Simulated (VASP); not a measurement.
# SiC5 (P3m1) in VASP: further runs

The runs below take SiC5 through single point, with PBE, r2SCAN.

Program: VASP 6.6.1. These are calculated values, not measurements. Logs are shortened: lines on timing, memory, paths and dates and some standing lists are left out, and cuts for length are marked.

## Step 1: The cell of the first run

Symmetry: P3m1, No. 156, trigonal system. The conventional cell has a = 2.758 Å, b = 2.758 Å, c = 6.846 Å, α = 90.00°, β = 90.00°, γ = 120.00°. C (site symmetry 3m) has 3 C at 1.67 Å and 1 Si at 1.93 Å within 2.2 Å. C (site symmetry 3m) has 4 C at 1.55 to 1.68 Å within 2.1 Å. C (site symmetry 3m) has 1 C at 1.55 Å and 3 Si at 1.77 Å within 2.1 Å. C (site symmetry 3m) has 4 C at 1.55 to 1.67 Å within 2.1 Å. Within 2.1 Å of C (site symmetry 3m) lie 4 C at 1.55 to 1.68 Å. Si (site symmetry 3m) has 4 C at 1.77 to 1.93 Å within 2.4 Å.

## Step 2: Single point, PBE (volume changed by +3%)

The input, INCAR:

```
SYSTEM = SiC5
  PREC = Accurate
  ENCUT = 520
  EDIFF = 1E-6
  ISMEAR = 0
  SIGMA = 0.01
  LREAL = .FALSE.
  LASPH = .TRUE.
  NELM = 60
  ALGO = Normal
  ISIF = 2
  LWAVE = .FALSE.
  LCHARG = .FALSE.
  GGA = PE
  NBANDS = 21
```

The input, KPOINTS:

```
regular mesh
0
G
  9 9 4
  0 0 0
```

The input, POSCAR:

```
SiC5
1.0
    2.7580243205      0.0000000000      0.0000000000
   -1.3790121603      2.3885191258      0.0000000000
    0.0000000000      0.0000000000      6.8460079574
C Si
5 1
Direct
    0.0000000000      0.0000000000     -0.0289241744
    0.6666666667      0.3333333333      0.6696648745
    0.3333333333      0.6666666667      0.3671593847
    0.6666666667      0.3333333333      0.8960576161
    0.3333333333      0.6666666667      0.5932959696
    0.0000000000      0.0000000000      0.2527463297
```

Potentials or basis: VASP PAW PBE potentials, release 64 (C, Si).

Launch:

```
cat potpaw_PBE.64/C/POTCAR potpaw_PBE.64/Si/POTCAR > POTCAR
mpirun -np 1 vasp_std > vasp.out
```

OUTCAR:

```text
SYSTEM = SiC5
   PREC = Accurate
   ENCUT = 520
   EDIFF = 1E-6
   ISMEAR = 0
   LREAL = .FALSE.
   LASPH = .TRUE.
   NELM = 60
   ISIF = 2
   GGA = PE

 ion  position               nearest neighbor table
   1  0.000  0.000  0.971-   4 1.67   4 1.67   4 1.67   6 1.93
   2  0.667  0.333  0.670-   4 1.55   5 1.68   5 1.68   5 1.68
   3  0.333  0.667  0.367-   5 1.55   6 1.77   6 1.77   6 1.77
   4  0.667  0.333  0.896-   2 1.55   1 1.67   1 1.67   1 1.67
   5  0.333  0.667  0.593-   3 1.55   2 1.68   2 1.68   2 1.68
   6  0.000  0.000  0.253-   3 1.77   3 1.77   3 1.77   1 1.93

  LATTYP: Found a hexagonal cell.
 ALAT       =     2.7580243205
 C/A-ratio  =     2.4822144992

  Lattice vectors:

 A1 = (   2.7580243205,   0.0000000000,   0.0000000000)
 A2 = (  -1.3790121603,   2.3885191258,   0.0000000000)
 A3 = (   0.0000000000,   0.0000000000,   6.8460079574)

Analysis of symmetry for initial positions (statically):
=====================================================================
 Subroutine PRICEL returns:
 Original cell was already a primitive cell.

 Routine SETGRP: Setting up the symmetry group for a
 hexagonal supercell.

 Subroutine GETGRP returns: Found  6 space group operations
 (whereof  6 operations were pure point group operations)
 out of a pool of 24 trial point group operations.

The static configuration has the point symmetry C_3v.

Analysis of symmetry for dynamics (positions and initial velocities):
=====================================================================
 Subroutine PRICEL returns:
 Original cell was already a primitive cell.

 Routine SETGRP: Setting up the symmetry group for a
 hexagonal supercell.

 Subroutine GETGRP returns: Found  6 space group operations
 (whereof  6 operations were pure point group operations)
 out of a pool of 24 trial point group operations.

The dynamic configuration has the point symmetry C_3v.

 Subroutine INISYM returns: Found  6 space group operations
 (whereof  6 operations are pure point group operations),
 and found     1 'primitive' translations

----------------------------------------------------------------------------------------

                                     Primitive cell

  volume of cell :      45.0987

  direct lattice vectors                    reciprocal lattice vectors
     2.758024321  0.000000000  0.000000000     0.362578384  0.209334727  0.000000000
    -1.379012160  2.388519126  0.000000000     0.000000000  0.418669455  0.000000000
     0.000000000  0.000000000  6.846007957     0.000000000  0.000000000  0.146070528

  length of vectors
     2.758024321  2.758024321  6.846007957     0.418669455  0.418669455  0.146070528

  position of ions in fractional coordinates (direct lattice)
     0.000000000  0.000000000  0.971075826
     0.666666667  0.333333333  0.669664875
     0.333333333  0.666666667  0.367159385
     0.666666667  0.333333333  0.896057616
     0.333333333  0.666666667  0.593295970
     0.000000000  0.000000000  0.252746330

  ion indices of the primitive-cell ions
   primitive index   ion index
                 1           1
                 2           2
                 3           3
                 4           4
                 5           5
                 6           6

----------------------------------------------------------------------------------------

 KPOINTS: regular mesh

Automatic generation of k-mesh.
 Grid dimensions read from file:
 generate k-points for:    9    9    4

 Generating k-lattice:

  Cartesian coordinates                     Fractional coordinates (reciprocal lattice)
     0.040286487  0.023259414  0.000000000     0.111111111  0.000000000  0.000000000
     0.000000000  0.046518828  0.000000000     0.000000000  0.111111111  0.000000000
     0.000000000  0.000000000  0.036517632     0.000000000  0.000000000  0.250000000

  Length of vectors
     0.046518828  0.046518828  0.036517632

  Shift w.r.t. Gamma in fractional coordinates (k-lattice)
     0.000000000  0.000000000  0.000000000

 Subroutine IBZKPT returns following result:
 ===========================================

 Found     43 irreducible k-points:

 Following reciprocal coordinates:
            Coordinates               Weight
  0.000000  0.000000  0.000000      1.000000
  0.111111 -0.000000  0.000000      6.000000
  0.222222  0.000000  0.000000      6.000000
  0.333333 -0.000000  0.000000      6.000000
  0.444444  0.000000  0.000000      6.000000
  0.111111  0.111111  0.000000      6.000000
[... 16 lines left out ...]
  0.222222  0.111111  0.250000     12.000000
 -0.111111  0.333333  0.250000     12.000000
 [... further k-points ...]
   k-points           NKPTS =     43   k-points in BZ     NKDIM =     43   number of bands    NBANDS=     21
   number of dos      NEDOS =    301   number of ions     NIONS =      6
   total plane-waves  NPLWV =  31104
   dimension x,y,z NGX =    24 NGY =   24 NGZ =   54
   dimension x,y,z NGXF=    48 NGYF=   48 NGZF=  108
   ions per type =               5   1
   NGX,Y,Z   is equivalent  to a cutoff of  14.47, 14.47, 13.11 a.u.
   NGXF,Y,Z  is equivalent  to a cutoff of  28.93, 28.93, 26.23 a.u.
 SYSTEM =  SiC5
   PREC   = accura    normal or accurate (medium, high low for compatibility)
   ISTART =      0    job   : 0-new  1-cont  2-samecut
   ICHARG =      2    charge: 1-file 2-atom 10-const
   ISPIN  =      1    spin polarized calculation?
   LNONCOLLINEAR =      F non collinear calculations
   LSORBIT =      F    spin-orbit coupling
   LASPH  =      T    aspherical Exc in radial PAW
   ENCUT  =  520.0 eV  38.22 Ry    6.18 a.u.   5.13  5.13 12.73*2*pi/ulx,y,z
   NELM   =     60;   NELMIN=  2; NELMDL= -5     # of ELM steps
   EDIFF  = 0.1E-05   stopping-criterion for ELM
   LREAL  =      F    real-space projection
   EDIFFG = 0.1E-04   stopping-criterion for IOM
   NSW    =      0    number of steps for IOM
   IBRION =     -1    ionic relax: 0-MD 1-quasi-New 2-CG
   NFREE  =      0    steps in history (QN), initial steepest desc. (CG)
   ISIF   =      2    stress and relaxation
   ISYM   =      2    0-nonsym 1-usesym 2-fastsym
   POTIM  = 0.5000    time-step for ionic-motion
   TEBEG  =    0.0;   TEEND  =   0.0 temperature during run
   PSTRESS=    0.0 pullay stress
   NELECT =      24.0000    total number of electrons
   NUPDOWN=      -1.0000    fix difference up-down
   EMIN   =  10.00;   EMAX   =-10.00  energy-range for DOS
   EFERMI =   0.00;   METHOD = LEGACY
   ISMEAR =     0;   SIGMA  =   0.01  broadening in eV -4-tet -1-fermi 0-gaus
   EFERMI_NEDOS =   21; number of points for ismear=-14 and -15
   IALGO  =     38    algorithm
   IMIX   =      4    mixing-type and parameters
     AMIX     =   0.40;   BMIX     =  1.00
     AMIX_MAG =   1.60;   BMIX_MAG =  1.00
  volume/ion in A,a.u.               =       7.52        50.72
  Fermi-wavevector in a.u.,A,eV,Ry     =   1.326652  2.507010 23.946346  1.760007
  Thomas-Fermi vector in A             =   2.456023
   LORBIT       =      0    0 simple, 1 ext, 2 COOP (PROOUT), +10 PAW based schemes
   GGA     = PE    functional components
   LHFCALC =     F    Hartree Fock is set to
   AEXX    =    0.0000 exact exchange contribution
   IVDW    =     0    specifies the selected vdW correction
   LEPSILON=     F    determine dielectric tensor
   LRPA    =     F    only Hartree local field effects (RPA)
 non-spin polarized calculation
 Gauss-broadening in eV      SIGMA  =   0.01
  energy-cutoff  :      520.00
  volume of cell :       45.10
 maximum number of plane-waves:      1232
 NGX is ok and might be reduce to    24
   NGX = 11   NGY = 11   NGZ = 25

 number of electron      24.0000001 magnetization

 Free energy of the ion-electron system (eV)
  ---------------------------------------------------
  ext. energy  EPLUGINS =         0.00000000
  ---------------------------------------------------
  free energy    TOTEN  =       -48.50119687 eV

  energy without entropy =      -48.50119687  energy(sigma->0) =      -48.50119687

 E-fermi :   9.5723     XC(G=0): -12.2227

 val. band max:        9.4670399461   @ k =   0.0000   0.0000   0.0000
 cond. band min:      10.8677798065   @ k =   0.4444   0.0000   0.0000
 fundamental gap:      1.4007398604
 Fermi energy:         9.5722571664

 k-point     1 :       0.0000    0.0000    0.0000
  band No.  band energies     occupation
      1     -10.2583      2.00000
      2      -7.8741      2.00000
      3      -6.7829      2.00000
      4      -0.3126      2.00000
      5       1.0361      2.00000
      6       5.8655      2.00000
[... 13 lines left out ...]
     20      18.0198      0.00000
     21      18.7087      0.00000

 k-point     2 :       0.1111   -0.0000    0.0000
  band No.  band energies     occupation
      1     -10.0070      2.00000
      2      -7.6349      2.00000
      3      -6.5226      2.00000
      4      -0.1647      2.00000
      5       1.2113      2.00000
      6       4.6273      2.00000
[... 13 lines left out ...]
     20      17.6696      0.00000
     21      18.8917      0.00000

 k-point     3 :       0.2222    0.0000    0.0000
  band No.  band energies     occupation
      1      -9.2627      2.00000
      2      -6.9327      2.00000
      3      -5.7570      2.00000
      4       0.0647      2.00000
      5       1.5693      2.00000
      6       2.4003      2.00000
[... 13 lines left out ...]
     20      17.5371      0.00000
     21      18.3817      0.00000
[... 457 lines left out ...]
 k-point    23 :       0.2222    0.1111    0.2500
  band No.  band energies     occupation
      1      -8.4524      2.00000
      2      -6.7301      2.00000
      3      -4.2907      2.00000
      4      -0.9724      2.00000
      5       0.9685      2.00000
      6       2.1835      2.00000
[... 13 lines left out ...]
     20      18.0587      0.00000
     21      18.9453      0.00000

 k-point    24 :      -0.1111    0.3333    0.2500
  band No.  band energies     occupation
      1      -8.4552      2.00000
      2      -6.7131      2.00000
      3      -4.3440      2.00000
      4      -0.8585      2.00000
      5       1.2465      2.00000
      6       1.8036      2.00000
[... 13 lines left out ...]
     20      18.4003      0.00000
     21      19.2820      0.00000

 [... further k-points ...]
[... 5 lines left out ...]
  --------------------------------------------------------------------------------------
  -------------------------------------------------------------------------------------
  Total       -2.3330423     -2.3330423     -2.7334596      0.0000000      0.0000000      0.0000000
  in kB      -82.8836724    -82.8836724    -97.1088987      0.0000000      0.0000000      0.0000000
  external PRESSURE =     -87.6254145 kB  Pullay stress =       0.0000000 kB

 VOLUME and BASIS-vectors are now :
 -----------------------------------------------------------------------------
  energy-cutoff  :      520.00
  volume of cell :       45.10
      direct lattice vectors                 reciprocal lattice vectors
     2.758024321  0.000000000  0.000000000     0.362578384  0.209334727  0.000000000
    -1.379012160  2.388519126  0.000000000     0.000000000  0.418669455  0.000000000
     0.000000000  0.000000000  6.846007957     0.000000000  0.000000000  0.146070528

 POSITION                                       TOTAL-FORCE (eV/Angst)
 -----------------------------------------------------------------------------------
      0.00000      0.00000      6.64799        -0.000000     -0.000000      0.041123
      1.37901      0.79617      4.58453         0.000000     -0.000000      0.101773
     -0.00000      1.59235      2.51358        -0.000000      0.000000     -0.181942
      1.37901      0.79617      6.13442        -0.000000     -0.000000     -0.137934
     -0.00000      1.59235      4.06171         0.000000      0.000000     -0.101340
      0.00000      0.00000      1.73030         0.000000      0.000000      0.278321
 -----------------------------------------------------------------------------------
    total drift:                                0.000000     -0.000000      0.000171

  FREE ENERGIE OF THE ION-ELECTRON SYSTEM (eV)
  ---------------------------------------------------
  free  energy   TOTEN  =       -48.5011968693 eV

  energy  without entropy=      -48.5011968693  energy(sigma->0) =      -48.50119687
```

It took 26 s on 1 thread of AMD EPYC 9R45 (Zen 5), shared host; peak memory 0.15 GiB.

What came out:

- Free energy: -48.5012 eV
- Pressure: -8.8 GPa
- Largest force: 0.278 eV/Å
- Band gap on the k mesh: 1.40 eV, indirect (least direct gap 3.21 eV)

Forces on the atoms (eV/Å):
```
C    0.000  0.000  0.041
C    0.000  0.000  0.102
C    0.000  0.000 -0.182
C    0.000  0.000 -0.138
C    0.000  0.000 -0.101
Si   0.000  0.000  0.278
```

Stress tensor (GPa, compression positive):
```
-8.29  0.00  0.00
 0.00 -8.29  0.00
 0.00  0.00 -9.71
```

 A k mesh can miss the band edges.

## Step 3: Single point, PBE (volume changed by +6%)

The input, INCAR:

```
SYSTEM = SiC5
PREC     = Accurate       ! precision mode
ENCUT    = 520            ! plane-wave cutoff, eV
EDIFF    = 1E-7           ! SCF threshold, eV
ISMEAR   = 0              ! smearing method
SIGMA    = 0.01           ! smearing width, eV
LREAL    = .FALSE.        ! projectors in reciprocal space
LASPH    = .TRUE.         ! aspherical terms in the spheres
NELM     = 100            ! most SCF steps
ALGO     = Normal         ! electronic algorithm
ISIF     = 2              ! what is computed and relaxed
LWAVE    = .FALSE.        ! write WAVECAR
LCHARG   = .FALSE.        ! write CHGCAR
GGA      = PE             ! functional
NBANDS   = 21             ! bands
```

KPOINTS is that of step 2.

POSCAR, as its differences from that of step 2:

```diff
@@ -2,5 +2,5 @@
 1.0
-    2.7580243205      0.0000000000      0.0000000000
-   -1.3790121603      2.3885191258      0.0000000000
-    0.0000000000      0.0000000000      6.8460079574
+    2.7845454121      0.0000000000      0.0000000000
+   -1.3922727061      2.4114870649      0.0000000000
+    0.0000000000      0.0000000000      6.9118389954
 C Si
```

Potentials or basis: VASP PAW PBE potentials, release 64 (C, Si).

Launch:

```
cat potpaw_PBE.64/C/POTCAR potpaw_PBE.64/Si/POTCAR > POTCAR
mpirun -np 1 vasp_std > vasp.out
```

It took 29 s on 1 thread of AMD EPYC 9R45 (Zen 5), shared host; peak memory 0.15 GiB.

It converged, with:

| Quantity | Value |
| --- | --- |
| Free energy | -48.3979 eV |
| Pressure | -16.4 GPa |
| Largest force | 0.517 eV/Å |
| Band gap on the k mesh | 1.41 eV, indirect (least direct gap 3.14 eV) |

Forces on the atoms (eV/Å):
```
C    0.000  0.000  0.061
C    0.000  0.000  0.213
C    0.000  0.000 -0.303
C    0.000  0.000 -0.282
C    0.000  0.000 -0.206
Si   0.000  0.000  0.517
```

Stress tensor (GPa, compression positive):
```
-15.57   0.00   0.00
  0.00 -15.57   0.00
  0.00   0.00 -18.19
```

Levels at points of the mesh, in eV from the valence-band top:
| k point | band 8 | band 9 | band 10 | band 11 | band 12 | band 13 | band 14 | band 15 | band 16 | band 17 |
| --- | --- | --- | --- | --- | --- | --- | --- | --- | --- | --- |
| (0.00, 0.00, 0.00) | -2.31 | -2.31 | -1.45 | 0.00 | 0.00 | 3.80 | 3.87 | 4.07 | 4.07 | 4.39 |
| (0.00, 0.00, 0.50) | -3.54 | -2.25 | -2.25 | -0.13 | -0.13 | 3.77 | 4.34 | 4.37 | 4.37 | 4.56 |

 A k mesh can miss the band edges.

[end of part 1 of 2]
